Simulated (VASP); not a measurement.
Here is a VASP 6.6.1 calculation.

Contents of INCAR:

```
ALGO = Normal
EDIFF = 1E-6
ENCUT = 520
GGA = PS
ISIF = 2
ISMEAR = -1
LASPH = T
LCHARG = F
LREAL = F
LWAVE = F
NBANDS = 86
NELM = 100
PREC = Accurate
SIGMA = 0.05
```

KPOINTS

```
k-points
0
Gamma
  2 2 2
```

Contents of POSCAR:

```
LiTi12
1.0
    5.9000000000      0.0000000000      0.0000000000
   -4.4250000000      7.6643250000      0.0000000000
    0.0000000000      0.0000000000      4.6846000000
Ti Li
12 1
Direct
   -0.0083758429     -0.0041621408     -0.2138923281
    0.2523695493      0.2935548793      0.5394057123
    0.0447882287      0.3948814801     -0.0633138368
    0.1060831073      0.5597492278      0.4313922213
    0.0516617782      0.7120914105     -0.1189429194
    0.1217615162      0.9129701572      0.3145839559
    0.4633144837      0.0122385207     -0.0229261837
    0.6517361008      0.2574786429      0.5364171968
    0.5333892984      0.3726094601      0.0711907100
    0.6755288981      0.5959820336      0.5653204116
    0.5178811222      0.6915025133     -0.0334073347
    0.5197860223      0.8702005721      0.4993809503
    0.8997566270      0.1323534688      0.2463817615
```

Potentials or basis: VASP PAW PBE potentials, release 64 (Ti_sv, Li_sv).

Run with:

```bash
$ cat potpaw_PBE.64/Ti_sv/POTCAR potpaw_PBE.64/Li_sv/POTCAR > POTCAR
$ mpirun -np 1 vasp_std > vasp.out
```

**Question.** Predict the largest force.

**Answer.** 2.020 eV/Å.

**Question.** What does it give for the band gap on the k mesh?

**Answer.** Zero (an odd number of electrons rules out a gap without spin polarisation).

Forces on the atoms (eV/Å):
```
Ti  -0.229 -0.150  0.800
Ti  -0.261  0.482  0.524
Ti  -0.590 -0.292 -0.129
Ti   1.147 -0.088 -1.340
Ti   0.286 -0.277  1.067
Ti  -1.027  0.331  1.429
Ti   0.482  1.219 -1.478
Ti   0.255 -0.565  0.624
Ti   0.276  0.073 -0.842
Ti  -0.429 -0.768 -1.819
Ti  -0.411  0.533  1.543
Ti   0.442 -0.106 -0.030
Li   0.060 -0.392 -0.352
```

Caveat: the k points lie up to 0.67 Å⁻¹ apart, too coarse for converged energies and pressures of a metal; the PAW data sets were made with another functional, which shifts forces and pressure a little.
